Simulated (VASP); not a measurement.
# BeCu2SnS4 (I-4) in VASP: further runs, part 2 of 2

VASP 6.6.1. The steps go on from the part before.

**4. Single point, r2SCAN (17.81 Å³/atom)**

This run uses another cell than the first one, of 17.81 Å³/atom.

POSCAR reads:

```
BeCu2SnS4
1.0
   -2.6263466416      2.6263466416      5.1648873528
    2.6263466416     -2.6263466416      5.1648873528
    2.6263466416      2.6263466416     -5.1648873528
Cu Be Sn S
2 1 1 4
Direct
    0.0000000000      0.0000000000      0.0000000000
    0.7500000000      0.2500000000      0.5000000000
    0.2500000000      0.7500000000      0.5000000000
    0.5000000000      0.5000000000      0.0000000000
    0.1162254132      0.6393965347      1.0292526301
    0.3606034653      0.3898560954      0.4768288785
    0.6101439046      0.0869727831     -0.0292526301
    0.9130272169      0.8837745868      0.5231711215
```

INCAR.step1 reads:

```
SYSTEM = BeCu2SnS4
ALGO = Normal ; EDIFF = 1E-4
ENCUT = 520 ; GGA = PE
ISMEAR = 0 ; LASPH = .TRUE.
LCHARG = .FALSE. ; LREAL = .FALSE.
LWAVE = .TRUE. ; NBANDS = 41
NELM = 80 ; PREC = Accurate
SIGMA = 0.01
```

INCAR.step2 reads:

```
SYSTEM = BeCu2SnS4
ALGO = Normal ; EDIFF = 1E-6
ENCUT = 520 ; ISIF = 2
ISMEAR = 0 ; ISTART = 1
LASPH = .TRUE. ; LCHARG = .FALSE.
LMIXTAU = .TRUE. ; LREAL = .FALSE.
LWAVE = .FALSE. ; METAGGA = R2SCAN
NBANDS = 41 ; NELM = 80
PREC = Accurate ; SIGMA = 0.01
```

KPOINTS reads:

```
k-points
0
G
  6 6 6
  0 0 0
```

Potentials or basis: VASP PAW PBE potentials, release 64 (Cu, Be, Sn_d, S).

The run is started by

```
cat potpaw_PBE.64/Cu/POTCAR potpaw_PBE.64/Be/POTCAR potpaw_PBE.64/Sn_d/POTCAR potpaw_PBE.64/S/POTCAR > POTCAR
cp INCAR.step1 INCAR
mpirun -np 1 vasp_std > vasp.out
cp INCAR.step2 INCAR
mpirun -np 1 vasp_std > vasp.out
```

OUTCAR:

```text
SYSTEM = BeCu2SnS4
   EDIFF = 1E-6
   ENCUT = 520
   ISIF = 2
   ISMEAR = 0
   ISTART = 1
   LASPH = .TRUE.
   LREAL = .FALSE.
   METAGGA = R2SCAN
   NELM = 80
   PREC = Accurate

 ion  position               nearest neighbor table
   1  0.000  0.000  0.000-   7 2.27   6 2.27   5 2.27   8 2.27
   2  0.750  0.250  0.500-   5 2.29   8 2.29   7 2.29   6 2.29
   3  0.250  0.750  0.500-   7 2.11   6 2.11   5 2.11   8 2.11
   4  0.500  0.500  0.000-   8 2.41   5 2.41   6 2.41   7 2.41
   5  0.116  0.639  0.029-   3 2.11   1 2.27   2 2.29   4 2.41
   6  0.361  0.390  0.477-   3 2.11   1 2.27   2 2.29   4 2.41
   7  0.610  0.087  0.971-   3 2.11   1 2.27   2 2.29   4 2.41
   8  0.913  0.884  0.523-   3 2.11   1 2.27   2 2.29   4 2.41

  LATTYP: Found a body centered tetragonal cell.
 ALAT       =     5.2526932832
 C/A-ratio  =     1.9665672730

  Lattice vectors:

 A1 = (  -2.6263466416,   2.6263466416,   5.1648873528)
 A2 = (   2.6263466416,  -2.6263466416,   5.1648873528)
 A3 = (   2.6263466416,   2.6263466416,  -5.1648873528)

Analysis of symmetry for initial positions (statically):
=====================================================================
 Subroutine PRICEL returns:
 Original cell was already a primitive cell.

 Routine SETGRP: Setting up the symmetry group for a
 body centered tetragonal supercell.

 Subroutine GETGRP returns: Found  4 space group operations
 (whereof  4 operations were pure point group operations)
 out of a pool of 16 trial point group operations.

The static configuration has the point symmetry S_4 .

Analysis of symmetry for dynamics (positions and initial velocities):
=====================================================================
 Subroutine PRICEL returns:
[... 142 lines left out ...]
  volume/ion in A,a.u.               =      17.81       120.21
  Fermi-wavevector in a.u.,A,eV,Ry     =   1.240501  2.344207 20.937223  1.538842
  Thomas-Fermi vector in A             =   2.374939
   LORBIT       =      0    0 simple, 1 ext, 2 COOP (PROOUT), +10 PAW based schemes
   METAGGA = R2SCAN    functional components
   LHFCALC =     F    Hartree Fock is set to
   AEXX    =    0.0000 exact exchange contribution
   IVDW    =     0    specifies the selected vdW correction
   LEPSILON=     F    determine dielectric tensor
   LRPA    =     F    only Hartree local field effects (RPA)
 non-spin polarized calculation
 Gauss-broadening in eV      SIGMA  =   0.01
  energy-cutoff  :      520.00
  volume of cell :      142.50
 maximum number of plane-waves:      3872
   NGX = 23   NGY = 23   NGZ = 23

 number of electron      62.0000020 magnetization

 Free energy of the ion-electron system (eV)
  ---------------------------------------------------
  ext. energy  EPLUGINS =         0.00000000
  ---------------------------------------------------
  free energy    TOTEN  =       -87.73136465 eV

  energy without entropy =      -87.73136465  energy(sigma->0) =      -87.73136465

 E-fermi :   5.8443     XC(G=0): -10.6658

 val. band max:        5.7973133893   @ k =   0.0000   0.0000   0.0000
 cond. band min:       6.8616238589   @ k =   0.0000   0.0000   0.0000
 fundamental gap:      1.0643104696
 Fermi energy:         5.8442807577

 k-point     1 :       0.0000    0.0000    0.0000
  band No.  band energies     occupation
      1     -17.2744      2.00000
      2     -17.2671      2.00000
      3     -17.2671      2.00000
      4     -17.1620      2.00000
      5     -17.1409      2.00000
      6      -9.8260      2.00000
[... 1045 lines left out ...]
     40      12.5252      0.00000
     41      12.7102      0.00000

 [... further k-points ...]

------------------------ aborting loop because EDIFF is reached ----------------------------------------

  FORCE on cell =-STRESS in cart. coord.  units (eV):
  Direction    XX          YY          ZZ          XY          YZ          ZX
  --------------------------------------------------------------------------------------
  -------------------------------------------------------------------------------------
  Total        2.4918601      2.4918601      2.5179739     -0.0000006      0.0000000      0.0000000
  in kB       28.0162048     28.0162048     28.3098048     -0.0000073      0.0000000      0.0000000
  external PRESSURE =      28.1140715 kB  Pullay stress =       0.0000000 kB

 VOLUME and BASIS-vectors are now :
 -----------------------------------------------------------------------------
  energy-cutoff  :      520.00
  volume of cell :      142.50
      direct lattice vectors                 reciprocal lattice vectors
    -2.626346642  2.626346642  5.164887353     0.000000000  0.190378525  0.096807532
     2.626346642 -2.626346642  5.164887353     0.190378525  0.000000000  0.096807532
     2.626346642  2.626346642 -5.164887353     0.190378525  0.190378525  0.000000000

 POSITION                                       TOTAL-FORCE (eV/Angst)
 -----------------------------------------------------------------------------------
      0.00000      0.00000      0.00000        -0.000000      0.000000      0.000000
     -0.00000      2.62635      2.58244        -0.000000      0.000000      0.000000
      2.62635     -0.00000      2.58244        -0.000000      0.000000      0.000000
      0.00000      0.00000      5.16489        -0.000000      0.000000      0.000000
      1.45086     -1.29720      3.75162         0.042940     -0.044110     -0.045006
      1.32915      1.17549      1.41327        -0.044110     -0.042940      0.045006
      1.17549      3.92355     -1.41327        -0.042940      0.044110     -0.045006
      1.29720      1.45086      6.57816         0.044110      0.042940      0.045006
 -----------------------------------------------------------------------------------
    total drift:                                0.000776      0.000777      0.000173

  FREE ENERGIE OF THE ION-ELECTRON SYSTEM (eV)
  ---------------------------------------------------
  free  energy   TOTEN  =       -87.7313646462 eV

  energy  without entropy=      -87.7313646462  energy(sigma->0) =      -87.73136465
```

OUTCAR.step1:

```text
SYSTEM = BeCu2SnS4
   EDIFF = 1E-4
   ENCUT = 520
   GGA = PE
   ISMEAR = 0
[... 1301 lines left out ...]
      1.45086     -1.29720      3.75162         0.198774     -0.050901     -0.216492
      1.32915      1.17549      1.41327        -0.050901     -0.198774      0.216492
      1.17549      3.92355     -1.41327        -0.198774      0.050901     -0.216492
      1.29720      1.45086      6.57816         0.050901      0.198774      0.216492
 -----------------------------------------------------------------------------------
    total drift:                               -0.000003     -0.000003     -0.000005

  FREE ENERGIE OF THE ION-ELECTRON SYSTEM (eV)
  ---------------------------------------------------
  free  energy   TOTEN  =       -35.5099340631 eV

  energy  without entropy=      -35.5099340631  energy(sigma->0) =      -35.50993406
```

OSZICAR.step1:

```text
N       E                     dE             d eps       ncg     rms          rms(c)
DAV:   1     0.630579689872E+03    0.63058E+03   -0.26976E+04  2986   0.187E+03
DAV:   2     0.707588001246E+02   -0.55982E+03   -0.53272E+03  2960   0.485E+02
DAV:   3    -0.299431848055E+02   -0.10070E+03   -0.96741E+02  3670   0.196E+02
DAV:   4    -0.378416940612E+02   -0.78985E+01   -0.77984E+01  4104   0.550E+01
DAV:   5    -0.382181123316E+02   -0.37642E+00   -0.37587E+00  4552   0.126E+01    0.179E+01
DAV:   6    -0.382379224367E+02   -0.19810E-01   -0.42396E+01  4200   0.109E+02    0.138E+01
DAV:   7    -0.353916222879E+02    0.28463E+01   -0.12257E+01  4144   0.942E+01    0.802E+00
DAV:   8    -0.356810959851E+02   -0.28947E+00   -0.47701E+00  4792   0.284E+01    0.416E+00
DAV:   9    -0.355157889118E+02    0.16531E+00   -0.15103E+00  4151   0.241E+01    0.955E-01
DAV:  10    -0.355082092640E+02    0.75796E-02   -0.13168E-01  4407   0.819E+00    0.340E-01
DAV:  11    -0.355097246956E+02   -0.15154E-02   -0.20578E-02  4760   0.281E+00    0.303E-01
DAV:  12    -0.355098393315E+02   -0.11464E-03   -0.39367E-03  4328   0.141E+00    0.936E-02
DAV:  13    -0.355099418813E+02   -0.10255E-03   -0.76803E-04  3551   0.467E-01    0.342E-02
DAV:  14    -0.355099340631E+02    0.78182E-05   -0.12399E-04  2191   0.264E-01
   1 F= -.35509934E+02 E0= -.35509934E+02  d E =-.264683E-37
```

Run time: 9.5 min. Hardware: 1 thread of Intel Xeon 6975P-C (Granite Rapids), shared host; peak memory 0.5 GiB.

Results:

```
Free energy            : -87.7314 eV
Pressure               : 2.8 GPa
Largest force          : 0.076 eV/Å
Band gap on the k mesh : 1.06 eV
```

Forces in eV/Å, atoms in the order of the input:
```
Cu   0.000  0.000  0.000
Cu   0.000  0.000  0.000
Be   0.000  0.000  0.000
Sn   0.000  0.000  0.000
S    0.043 -0.044 -0.045
S   -0.044 -0.043  0.045
S   -0.043  0.044 -0.045
S    0.044  0.043  0.045
```

Caveat: the PAW data sets were made with another functional, which shifts forces and pressure a little; spin-orbit coupling is left out, which moves the levels of the heavy elements.

**5. Summary**

| level | cell | gap on the mesh (eV) | pressure (GPa) | largest force (eV/Å) |
| --- | --- | --- | --- | --- |
| PBE | a = 6.605 Å, angles 131.3, 131.3, 71.4°, 8 atoms, atomic positions A | 0.29 | -3.8 | 0.14 |
| r2SCAN | a = 6.295 Å, angles 131.2, 131.2, 71.4°, 8 atoms, atomic positions B | 1.22 | 6.1 | 0.19 |
| r2SCAN | a = 6.362 Å, angles 131.2, 131.2, 71.4°, 8 atoms, atomic positions B | 1.06 | 2.8 | 0.08 |

Alike in all rows: task single point; potentials or basis VASP PAW PBE potentials, release 64 (Cu, Be, Sn_d, S); no spin polarisation; k mesh 6 × 6 × 6; cutoff (eV) 520; smearing gaussian 0.01 eV.

Caveats: spin-orbit coupling is left out, which moves the levels of the heavy elements; the PAW data sets were made with another functional, which shifts forces and pressure a little (at least some runs); the cell stands under tension (at least some runs); semilocal functionals underestimate gaps, and a narrow one can read as zero (at least some runs); the cell stands under pressure (at least some runs).

Total energies depend on the potentials used, so only differences within one code and one set of settings carry meaning.
